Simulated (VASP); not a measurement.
# Al2O3 (P-6m2) in VASP: further runs

Runs on Al2O3. Level: PBE+D3(BJ). Tasks: single point.

Everything below comes from runs of VASP 6.6.1. Logs are shortened: lines on timing, memory, paths and dates and some standing lists are left out, and cuts for length are marked.

## (1) The cell of the first run

Symmetry: P-6m2, No. 187, hexagonal system. Conventional cell: a = 2.971 Å, b = 2.971 Å, c = 9.477 Å, α = 90.00°, β = 90.00°, γ = 120.00°. Within 2.5 Å of Al (site symmetry 3m) lie 6 O at 1.85 to 2.23 Å. O (site symmetry 3m) has 3 Al at 1.85 Å within 2.5 Å. Within 3.0 Å of O (site symmetry -6m2) lie 6 Al at 2.23 Å and 12 O at 2.72 to 2.97 Å.

## (2) Single point, PBE+D3(BJ) (strain +0.030 along x and y, +0.015 along z)

INCAR reads:

```
SYSTEM = Al2O3
ALGO = Normal
EDIFF = 1E-7
ENCUT = 520
GGA = PE
ISIF = 2
ISMEAR = 0
IVDW = 12
LASPH = .TRUE.
LCHARG = .FALSE.
LREAL = .FALSE.
LWAVE = .FALSE.
NBANDS = 20
NELM = 60
PREC = Accurate
SIGMA = 0.05
```

KPOINTS reads:

```
k-points
0
G
  12 12 4
  0 0 0
```

POSCAR reads:

```
Al2O3
1.0
    2.9708546968      0.0000000000      0.0000000000
   -1.4854273484      2.5728356383      0.0000000000
    0.0000000000      0.0000000000      9.4768057769
Al O
2 3
Direct
    0.0000000000      0.0000000000      0.1499923300
    0.0000000000      0.0000000000      0.8500076700
    0.3333333333      0.6666666667      0.2223169200
    0.6666666667      0.3333333333      0.0000000000
    0.3333333333      0.6666666667      0.7776830800
```

Potentials or basis: VASP PAW PBE potentials, release 64 (Al, O).

On the command line:

```console
> cat potpaw_PBE.64/Al/POTCAR potpaw_PBE.64/O/POTCAR > POTCAR
> mpirun -np 1 vasp_std > vasp.out
```

OUTCAR:

```text
SYSTEM = Al2O3
   EDIFF = 1E-7
   ENCUT = 520
   GGA = PE
   ISIF = 2
   ISMEAR = 0
   IVDW = 12
   LASPH = .TRUE.
   LREAL = .FALSE.
   NELM = 60
   PREC = Accurate
 IVDW          = 12

 ion  position               nearest neighbor table
   1  0.000  0.000  0.150-   3 1.85   3 1.85   3 1.85   4 2.23   4 2.23   4 2.23   2 2.84
   2  0.000  0.000  0.850-   5 1.85   5 1.85   5 1.85   4 2.23   4 2.23   4 2.23   1 2.84
   3  0.333  0.667  0.222-   1 1.85   1 1.85   1 1.85
   4  0.667  0.333  0.000-   1 2.23   2 2.23   1 2.23   2 2.23   1 2.23   2 2.23
   5  0.333  0.667  0.778-   2 1.85   2 1.85   2 1.85

  LATTYP: Found a hexagonal cell.
 ALAT       =     2.9708546968
 C/A-ratio  =     3.1899257096

  Lattice vectors:

 A1 = (   2.9708546968,   0.0000000000,   0.0000000000)
 A2 = (  -1.4854273484,   2.5728356383,   0.0000000000)
 A3 = (   0.0000000000,   0.0000000000,   9.4768057769)

Analysis of symmetry for initial positions (statically):
=====================================================================
 Subroutine PRICEL returns:
 Original cell was already a primitive cell.

 Routine SETGRP: Setting up the symmetry group for a
 hexagonal supercell.

 Subroutine GETGRP returns: Found 12 space group operations
 (whereof 12 operations were pure point group operations)
 out of a pool of 24 trial point group operations.

The static configuration has the point symmetry D_3h.

Analysis of symmetry for dynamics (positions and initial velocities):
=====================================================================
 Subroutine PRICEL returns:
 Original cell was already a primitive cell.

 Routine SETGRP: Setting up the symmetry group for a
 hexagonal supercell.

 Subroutine GETGRP returns: Found 12 space group operations
 (whereof 12 operations were pure point group operations)
 out of a pool of 24 trial point group operations.

The dynamic configuration has the point symmetry D_3h.

 Subroutine INISYM returns: Found 12 space group operations
 (whereof 12 operations are pure point group operations),
 and found     1 'primitive' translations

----------------------------------------------------------------------------------------

                                     Primitive cell

  volume of cell :      72.4362

[... 93 lines left out ...]
   NELM   =     60;   NELMIN=  2; NELMDL= -5     # of ELM steps
   EDIFF  = 0.1E-06   stopping-criterion for ELM
   LREAL  =      F    real-space projection
   EDIFFG = 0.1E-05   stopping-criterion for IOM
   NSW    =      0    number of steps for IOM
   IBRION =     -1    ionic relax: 0-MD 1-quasi-New 2-CG
   NFREE  =      0    steps in history (QN), initial steepest desc. (CG)
   ISIF   =      2    stress and relaxation
   ISYM   =      2    0-nonsym 1-usesym 2-fastsym
   POTIM  = 0.5000    time-step for ionic-motion
   TEBEG  =    0.0;   TEEND  =   0.0 temperature during run
   PSTRESS=    0.0 pullay stress
   NELECT =      24.0000    total number of electrons
   NUPDOWN=      -1.0000    fix difference up-down
   EMIN   =  10.00;   EMAX   =-10.00  energy-range for DOS
   EFERMI =   0.00;   METHOD = LEGACY
   ISMEAR =     0;   SIGMA  =   0.05  broadening in eV -4-tet -1-fermi 0-gaus
   EFERMI_NEDOS =   21; number of points for ismear=-14 and -15
   IALGO  =     38    algorithm
   IMIX   =      4    mixing-type and parameters
     AMIX     =   0.40;   BMIX     =  1.00
     AMIX_MAG =   1.60;   BMIX_MAG =  1.00
  volume/ion in A,a.u.               =      14.49        97.76
  Fermi-wavevector in a.u.,A,eV,Ry     =   1.132818  2.140715 17.460035  1.283276
  Thomas-Fermi vector in A             =   2.269520
   LORBIT       =      0    0 simple, 1 ext, 2 COOP (PROOUT), +10 PAW based schemes
   GGA     = PE    functional components
   LHFCALC =     F    Hartree Fock is set to
   AEXX    =    0.0000 exact exchange contribution
   IVDW    =    12    specifies the selected vdW correction
   LEPSILON=     F    determine dielectric tensor
   LRPA    =     F    only Hartree local field effects (RPA)
 non-spin polarized calculation
 Gauss-broadening in eV      SIGMA  =   0.05
  energy-cutoff  :      520.00
  volume of cell :       72.44
 maximum number of plane-waves:      2003
 NGX is ok and might be reduce to    24
   NGX = 11   NGY = 11   NGZ = 35

 number of electron      23.9999999 magnetization

 Free energy of the ion-electron system (eV)
  ---------------------------------------------------
  ext. energy  EPLUGINS =         0.00000000
  ---------------------------------------------------
  free energy    TOTEN  =       -36.21117636 eV

  energy without entropy =      -36.21117636  energy(sigma->0) =      -36.21117636

 E-fermi :   0.7793     XC(G=0):  -8.2702

 val. band max:        0.4710668284   @ k =   0.1667   0.0000   0.0000
 cond. band min:       4.4944329990   @ k =   0.0000   0.0000   0.0000
 fundamental gap:      4.0233661706
 Fermi energy:         0.7792993756

 k-point     1 :       0.0000    0.0000    0.0000
  band No.  band energies     occupation
      1     -17.7749      2.00000
      2     -16.8922      2.00000
      3     -15.8171      2.00000
      4      -4.1758      2.00000
      5      -1.5567      2.00000
      6      -0.9954      2.00000
[... 541 lines left out ...]
     19      12.6693      0.00000
     20      13.6222      0.00000

 [... further k-points ...]

------------------------ aborting loop because EDIFF is reached ----------------------------------------

 Edisp (eV)   -0.77662

 E8    (eV) :    -0.2997

  FORCE on cell =-STRESS in cart. coord.  units (eV):
  Direction    XX          YY          ZZ          XY          YZ          ZX
  --------------------------------------------------------------------------------------
  -------------------------------------------------------------------------------------
  Total      -6.22914    -6.22914    -2.59081     0.00000     0.00000     0.00000
  in kB    -137.77912  -137.77912   -57.30483     0.00000     0.00000     0.00000
  external pressure =     -110.95 kB  Pullay stress =        0.00 kB

 VOLUME and BASIS-vectors are now :
 -----------------------------------------------------------------------------
  energy-cutoff  :      520.00
  volume of cell :       72.44
      direct lattice vectors                 reciprocal lattice vectors
     2.970854697  0.000000000  0.000000000     0.336603470  0.194338104  0.000000000
    -1.485427348  2.572835638  0.000000000     0.000000000  0.388676208  0.000000000
     0.000000000  0.000000000  9.476805777     0.000000000  0.000000000  0.105520787

 POSITION                                       TOTAL-FORCE (eV/Angst)
 -----------------------------------------------------------------------------------
      0.00000      0.00000      1.42145         0.000000      0.000000      0.307170
      0.00000      0.00000      8.05536        -0.000000     -0.000000     -0.307170
     -0.00000      1.71522      2.10685         0.000000      0.000000     -0.755458
      1.48543      0.85761      0.00000        -0.000000      0.000000      0.000000
     -0.00000      1.71522      7.36995         0.000000     -0.000000      0.755458
 -----------------------------------------------------------------------------------
    total drift:                                0.000000     -0.000000      0.000000

  FREE ENERGIE OF THE ION-ELECTRON SYSTEM (eV)
  ---------------------------------------------------
  free  energy   TOTEN  =       -36.9877968924 eV

  energy  without entropy=      -36.9877968924  energy(sigma->0) =      -36.98779689
```

OSZICAR:

```text
N       E                     dE             d eps       ncg     rms          rms(c)
DAV:   1     0.120594281352E+03    0.12059E+03   -0.12000E+04  2280   0.106E+03
DAV:   2    -0.315838957032E+02   -0.15218E+03   -0.14856E+03  2868   0.245E+02
DAV:   3    -0.405185504159E+02   -0.89347E+01   -0.88983E+01  2944   0.624E+01
DAV:   4    -0.406132218987E+02   -0.94671E-01   -0.94644E-01  2916   0.710E+00
DAV:   5    -0.406147385330E+02   -0.15166E-02   -0.15166E-02  2932   0.856E-01    0.124E+01
DAV:   6    -0.362542976343E+02    0.43604E+01   -0.14854E+01  2472   0.267E+01    0.446E+00
DAV:   7    -0.362399377986E+02    0.14360E-01   -0.38295E-01  2716   0.434E+00    0.251E+00
DAV:   8    -0.362144272166E+02    0.25511E-01   -0.56878E-02  2888   0.224E+00    0.797E-01
DAV:   9    -0.362108584811E+02    0.35687E-02   -0.16975E-02  2984   0.111E+00    0.193E-01
DAV:  10    -0.362112074665E+02   -0.34899E-03   -0.32740E-03  2708   0.381E-01    0.139E-01
DAV:  11    -0.362113119581E+02   -0.10449E-03   -0.28087E-03  2536   0.498E-01    0.715E-02
DAV:  12    -0.362112199732E+02    0.91985E-04   -0.49460E-04  2648   0.166E-01    0.470E-02
DAV:  13    -0.362111812844E+02    0.38689E-04   -0.23987E-04  2624   0.112E-01    0.192E-02
DAV:  14    -0.362111763078E+02    0.49766E-05   -0.17088E-05  2756   0.391E-02    0.721E-03
DAV:  15    -0.362111762256E+02    0.82221E-07   -0.43614E-06  2820   0.151E-02    0.232E-03
DAV:  16    -0.362111763468E+02   -0.12128E-06   -0.37921E-07  2504   0.467E-03    0.808E-04
DAV:  17    -0.362111763558E+02   -0.89642E-08   -0.54365E-08  2452   0.203E-03
   1 F= -.36987797E+02 E0= -.36987797E+02  d E =-.136171E-19
```

stdout:

```text
POSCAR found type information on POSCAR AlO
 POSCAR found :  2 types and       5 ions
 scaLAPACK will be used
 LDA part: xc-table for (Slater+PW92), standard interpolation
 POSCAR, INCAR and KPOINTS ok, starting setup
 FFT: planning ... GRIDC
 FFT: planning ... GRID_SOFT
 FFT: planning ... GRID
 WAVECAR not read
 entering main loop
```

Run time: 1.9 min. Hardware: 1 thread of Intel Xeon 8259CL, shared host; peak memory 0.23 GiB.

Results:

```yaml
Free_energy: -36.9878 eV
Pressure: -11.1 GPa
Largest_force: 0.755 eV/Å
Band_gap_on_the_k_mesh: 4.02 eV (least direct gap 4.22 eV)
Dispersion_energy_per_atom: -0.155 eV
```

Forces in eV/Å, atoms in the order of the input:
```
Al   0.000  0.000  0.307
Al   0.000  0.000 -0.307
O    0.000  0.000 -0.755
O    0.000  0.000  0.000
O    0.000  0.000  0.755
```

Levels at points of the mesh, in eV from the valence-band top:
| k point | band 9 | band 10 | band 11 | band 12 | band 13 | band 14 | band 15 | band 16 |
| --- | --- | --- | --- | --- | --- | --- | --- | --- |
| (0.00, 0.00, 0.00) | -1.28 | -0.58 | -0.58 | -0.19 | 4.02 | 6.92 | 6.94 | 8.73 |
| (0.50, 0.00, 0.00) | -1.95 | -0.96 | -0.74 | -0.54 | 7.12 | 8.11 | 8.52 | 10.52 |
| (0.00, 0.00, 0.50) | -1.28 | -0.58 | -0.58 | -0.24 | 4.13 | 6.41 | 7.31 | 8.90 |
| (0.50, 0.00, 0.50) | -1.96 | -0.96 | -0.75 | -0.53 | 7.13 | 8.07 | 8.58 | 10.29 |

Caveat: the cell differs from its parent crystal (strain +0.030 along x and y, +0.015 along z); the stress differs along the axes, from -14 to -6 GPa. A k mesh can miss the band edges.

## (3) Single point, PBE+D3(BJ) (strain +0.030 along x and y, +0.030 along z)

INCAR reads:

```
SYSTEM = Al2O3
  PREC = Accurate
  ENCUT = 520
  EDIFF = 1E-6
  ISMEAR = 0
  SIGMA = 0.05
  LREAL = .False.
  LASPH = .True.
  NELM = 80
  ALGO = Normal
  ISIF = 2
  LWAVE = .False.
  LCHARG = .True.
  GGA = PE
  IVDW = 12
  LELF = .True.
  LVHAR = .True.
  NBANDS = 20
```

KPOINTS reads:

```
regular mesh
0
Gamma
  12 12 4
  0 0 0
```

Changes to POSCAR since step 2:

```diff
@@ -4,3 +4,3 @@
    -1.4854273484      2.5728356383      0.0000000000
-    0.0000000000      0.0000000000      9.4768057769
+    0.0000000000      0.0000000000      9.6168570938
 Al O
```

Potentials or basis: VASP PAW PBE potentials, release 64 (Al, O).

On the command line:

```console
> cat potpaw_PBE.64/Al/POTCAR potpaw_PBE.64/O/POTCAR > POTCAR
> mpirun -np 1 vasp_std > vasp.out
```

OUTCAR:

```text
SYSTEM = Al2O3
   PREC = Accurate
   ENCUT = 520
   EDIFF = 1E-6
   ISMEAR = 0
   LREAL = .False.
   LASPH = .True.
   NELM = 80
   ISIF = 2
   GGA = PE
   IVDW = 12
 IVDW          = 12

 ion  position               nearest neighbor table
   1  0.000  0.000  0.150-   3 1.85   3 1.85   3 1.85   4 2.24   4 2.24   4 2.24   2 2.88
   2  0.000  0.000  0.850-   5 1.85   5 1.85   5 1.85   4 2.24   4 2.24   4 2.24   1 2.88
   3  0.333  0.667  0.222-   1 1.85   1 1.85   1 1.85
   4  0.667  0.333  0.000-   1 2.24   2 2.24   1 2.24   2 2.24   1 2.24   2 2.24
   5  0.333  0.667  0.778-   2 1.85   2 1.85   2 1.85

  LATTYP: Found a hexagonal cell.
 ALAT       =     2.9708546968
 C/A-ratio  =     3.2370674689

  Lattice vectors:

 A1 = (   2.9708546968,   0.0000000000,   0.0000000000)
 A2 = (  -1.4854273484,   2.5728356383,   0.0000000000)
 A3 = (   0.0000000000,   0.0000000000,   9.6168570938)

Analysis of symmetry for initial positions (statically):
=====================================================================
 Subroutine PRICEL returns:
 Original cell was already a primitive cell.

 Routine SETGRP: Setting up the symmetry group for a
 hexagonal supercell.

 Subroutine GETGRP returns: Found 12 space group operations
 (whereof 12 operations were pure point group operations)
 out of a pool of 24 trial point group operations.

The static configuration has the point symmetry D_3h.

Analysis of symmetry for dynamics (positions and initial velocities):
=====================================================================
 Subroutine PRICEL returns:
 Original cell was already a primitive cell.

 Routine SETGRP: Setting up the symmetry group for a
 hexagonal supercell.

 Subroutine GETGRP returns: Found 12 space group operations
[... 126 lines left out ...]
   IALGO  =     38    algorithm
   IMIX   =      4    mixing-type and parameters
     AMIX     =   0.40;   BMIX     =  1.00
     AMIX_MAG =   1.60;   BMIX_MAG =  1.00
  volume/ion in A,a.u.               =      14.70        99.21
  Fermi-wavevector in a.u.,A,eV,Ry     =   1.127292  2.130273 17.290106  1.270787
  Thomas-Fermi vector in A             =   2.263977
   LORBIT       =      0    0 simple, 1 ext, 2 COOP (PROOUT), +10 PAW based schemes
   GGA     = PE    functional components
   LHFCALC =     F    Hartree Fock is set to
   AEXX    =    0.0000 exact exchange contribution
   IVDW    =    12    specifies the selected vdW correction
   LEPSILON=     F    determine dielectric tensor
   LRPA    =     F    only Hartree local field effects (RPA)
 non-spin polarized calculation
 Gauss-broadening in eV      SIGMA  =   0.05
  energy-cutoff  :      520.00
  volume of cell :       73.51
 maximum number of plane-waves:      2022
 NGX is ok and might be reduce to    24
   NGX = 11   NGY = 11   NGZ = 35

 number of electron      23.9999997 magnetization

 Free energy of the ion-electron system (eV)
  ---------------------------------------------------
  ext. energy  EPLUGINS =         0.00000000
  ---------------------------------------------------
  free energy    TOTEN  =       -36.17341778 eV

  energy without entropy =      -36.17341778  energy(sigma->0) =      -36.17341778

 E-fermi :   0.5770     XC(G=0):  -8.2020

 val. band max:        0.3228261820   @ k =   0.1667  -0.0000   0.0000
 cond. band min:       4.3533661667   @ k =   0.0000   0.0000   0.0000
 fundamental gap:      4.0305399847
 Fermi energy:         0.5769947256

 k-point     1 :       0.0000    0.0000    0.0000
  band No.  band energies     occupation
      1     -17.7947      2.00000
      2     -17.0127      2.00000
      3     -15.9202      2.00000
      4      -4.2922      2.00000
      5      -1.7152      2.00000
      6      -1.0669      2.00000
[... 541 lines left out ...]
     19      12.5165      0.00000
     20      13.4355      0.00000

 [... further k-points ...]

------------------------ aborting loop because EDIFF is reached ----------------------------------------

 Edisp (eV)   -0.76889

 E8    (eV) :    -0.2969

  FORCE on cell =-STRESS in cart. coord.  units (eV):
  Direction    XX          YY          ZZ          XY          YZ          ZX
  --------------------------------------------------------------------------------------
  -------------------------------------------------------------------------------------
  Total      -6.37100    -6.37100    -3.74552     0.00000     0.00000     0.00000
  in kB    -138.86454  -138.86454   -81.63876     0.00000     0.00000     0.00000
  external pressure =     -119.79 kB  Pullay stress =        0.00 kB

 VOLUME and BASIS-vectors are now :
 -----------------------------------------------------------------------------
  energy-cutoff  :      520.00
  volume of cell :       73.51
      direct lattice vectors                 reciprocal lattice vectors
     2.970854697  0.000000000  0.000000000     0.336603470  0.194338104  0.000000000
    -1.485427348  2.572835638  0.000000000     0.000000000  0.388676208  0.000000000
     0.000000000  0.000000000  9.616857094     0.000000000  0.000000000  0.103984076

 POSITION                                       TOTAL-FORCE (eV/Angst)
 -----------------------------------------------------------------------------------
      0.00000      0.00000      1.44245         0.000000      0.000000      0.162932
      0.00000      0.00000      8.17440         0.000000     -0.000000     -0.162932
     -0.00000      1.71522      2.13799        -0.000000      0.000000     -0.923760
      1.48543      0.85761      0.00000         0.000000     -0.000000      0.000000
     -0.00000      1.71522      7.47887        -0.000000     -0.000000      0.923760
 -----------------------------------------------------------------------------------
    total drift:                                0.000000     -0.000000      0.000000

  FREE ENERGIE OF THE ION-ELECTRON SYSTEM (eV)
  ---------------------------------------------------
  free  energy   TOTEN  =       -36.9423090849 eV

  energy  without entropy=      -36.9423090849  energy(sigma->0) =      -36.94230908
```

stdout:

```text
POSCAR found type information on POSCAR AlO
 POSCAR found :  2 types and       5 ions
 scaLAPACK will be used
 LDA part: xc-table for (Slater+PW92), standard interpolation
 POSCAR, INCAR and KPOINTS ok, starting setup
 FFT: planning ... GRIDC
 FFT: planning ... GRID_SOFT
 FFT: planning ... GRID
 WAVECAR not read
 entering main loop
```

Wall time 1.8 min (1 thread of Intel Xeon 8259CL, shared host); peak memory 0.23 GiB.

Results:

```yaml
Free_energy: -36.9423 eV
Pressure: -12.0 GPa
Largest_force: 0.924 eV/Å
Band_gap_on_the_k_mesh: 4.03 eV (least direct gap 4.22 eV)
Dispersion_energy_per_atom: -0.154 eV
```

Forces on the atoms (eV/Å):
```
Al   0.000  0.000  0.163
Al   0.000  0.000 -0.163
O    0.000  0.000 -0.924
O    0.000  0.000  0.000
O    0.000  0.000  0.924
```

Stress tensor (GPa, compression positive):
```
-13.89   0.00   0.00
  0.00 -13.89   0.00
  0.00   0.00  -8.16
```

Levels at points of the mesh, in eV from the valence-band top:
```
           k point  band 8  band 9  band 10  band 11  band 12  band 13  band 14  band 15  band 16  band 17
(0.00, 0.00, 0.00)   -1.24   -1.24    -0.45    -0.45    -0.19     4.03     6.88     6.98     8.71    12.01
(0.50, 0.00, 0.00)   -2.03   -1.92    -0.87    -0.73    -0.53     7.17     7.98     8.47    10.39    11.60
(0.00, 0.00, 0.50)   -1.24   -1.24    -0.45    -0.45    -0.23     4.13     6.39     7.35     8.84    12.14
(0.50, 0.00, 0.50)   -2.03   -1.92    -0.87    -0.74    -0.53     7.18     7.95     8.51    10.21    11.91
```

Caveat: the cell differs from its parent crystal (strain +0.030 along x and y, +0.030 along z); the stress differs along the axes, from -14 to -8 GPa. A k mesh can miss the band edges.
